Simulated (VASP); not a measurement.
Input of a VASP 6.6.1 run:

The input INCAR:

```
SYSTEM = SiNi2
PREC     = Accurate       ! precision mode
ENCUT    = 520            ! plane-wave cutoff, eV
EDIFF    = 1E-6           ! SCF threshold, eV
ISMEAR   = 0              ! smearing method
SIGMA    = 0.1            ! smearing width, eV
LREAL    = .False.        ! projectors in reciprocal space
LASPH    = .True.         ! aspherical terms in the spheres
NELM     = 100            ! most SCF steps
ALGO     = Fast           ! electronic algorithm
ISIF     = 2              ! what is computed and relaxed
LWAVE    = .False.        ! write WAVECAR
LCHARG   = .False.        ! write CHGCAR
GGA      = PE             ! functional
NBANDS   = 33             ! bands
```

KPOINTS

```
Automatic mesh
0
Gamma
  12 12 8
  0 0 0
```

File POSCAR:

```
SiNi2
1.0
    3.8532473996      0.0000000000      0.0000000000
   -1.9266236998      3.3370101352      0.0000000000
    0.0000000000      0.0000000000      5.2909393354
Si Ni
2 4
Direct
    0.3333333331      0.6666666669      0.7500000000
    0.6666666669      0.3333333331      0.2500000000
    0.0000000000      0.0000000000      0.0000000000
    0.0000000000      0.0000000000      0.5000000000
    0.3333333338      0.6666666662      0.2500000000
    0.6666666662      0.3333333338      0.7500000000
```

Potentials or basis: VASP PAW PBE potentials, release 64 (Si, Ni).

Launch:

```console
$ cat potpaw_PBE.64/Si/POTCAR potpaw_PBE.64/Ni/POTCAR > POTCAR
$ mpirun -np 1 vasp_std > vasp.out
```

(1) Predict the band gap on the k mesh.

(2) Estimate the pressure.

Results:

(1) zero (bands 24 and 25 overlap by 3.72 eV).

(2) -2.4 GPa.

Caveat: the cell differs from its parent crystal (uniaxial strain along c: +6.0 %).
